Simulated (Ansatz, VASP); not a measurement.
## One calculation of C, two programs

```
C
1.0
     0.00000    1.78337    1.78337
     1.78337    0.00000    1.78337
     1.78337    1.78337    0.00000
C
2
Direct
  0.05607 0.94393 0.05607
  0.25000 0.25000 0.25000
```

Alike in both runs: task single point; functional PBEsol; k mesh 10 × 10 × 10; no spin polarisation.

```csv
,VASP,Ansatz
version,VASP 6.6.1,Ansatz 0.2.0
potentials or method,"VASP PAW PBE potentials, release 64 (C)","plane waves, PAW"
plane-wave cutoff (eV),600,420
occupations,"gaussian, width 0.01 eV",fixed
valence electrons in the cell,8,8
```

Ansatz gave:

```
rms of the force components (eV/Å) : 3.878
```

**Question.** Estimate VASP's values.

**Answer.** rms of the force components (eV/Å): 3.897.

VASP's potentials were made for PBE, not for PBEsol. Atom by atom the forces differ by 0.018 eV/Å (rms over components).
